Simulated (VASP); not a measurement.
Set up this calculation in VASP 6.6.1, as the native input.

```
Task                   : single point
Functional             : PBEsol
Potentials or basis    : VASP PAW PBE potentials, release 64 (Cu, O)
Cutoff                 : 520 eV
k mesh                 : 10 × 10 × 5
Occupations            : fermi-dirac, width 0.05 eV
Spin                   : no spin polarisation
Hubbard terms          : Cu d U = 4.5 eV
Dipole correction      : no
Further INCAR settings : ALGO = Normal; EDIFF = 1e-07; NBANDS = 25
```

The structure of CuO lies in POSCAR:

```
CuO
1.0
    2.3446497600     -1.7133998200      0.0000000000
    2.3446497600      1.7133998200      0.0000000000
   -0.8605499100      0.0000000000      5.0594394800
Cu O
2 2
Direct
    0.0032000000      0.4968000000      0.0000000000
    0.4968000000      0.0032000000      0.5000000000
    0.5714000000      0.4056000000      0.2537000000
    0.4056000000      0.5714000000      0.7537000000
```

One way to write it, as run:

INCAR

```
ALGO = Normal ; EDIFF = 1E-7
ENCUT = 520 ; GGA = PS
ISIF = 2 ; ISMEAR = -1
LASPH = True ; LCHARG = False
LDAU = True ; LDAUJ = 0 0
LDAUL = 2 -1 ; LDAUPRINT = 1
LDAUTYPE = 2 ; LDAUU = 4.5 0
LMAXMIX = 4 ; LREAL = False
LWAVE = False ; NBANDS = 25
NELM = 150 ; PREC = Accurate
SIGMA = 0.05
```

KPOINTS

```
k-points
0
Gamma
  10 10 5
```

Potentials or basis: VASP PAW PBE potentials, release 64 (Cu, O).

Launch:

```sh
$ cat potpaw_PBE.64/Cu/POTCAR potpaw_PBE.64/O/POTCAR > POTCAR
$ mpirun -np 1 vasp_std > vasp.out
```

It gave:

- Pressure: -5.6 GPa
- Largest force: 0.686 eV/Å
- Band gap on the k mesh: zero (bands 17 and 18 overlap by 0.65 eV)

Caveat: the cell stands under tension; the PAW data sets were made with another functional, which shifts forces and pressure a little; U without spin polarisation on a metal has little footing.

Wall time 3.8 min on 1 thread of AMD EPYC 7R43 64-Core Processor (Zen 3), with other jobs on the host, peak memory 0.2 GiB.
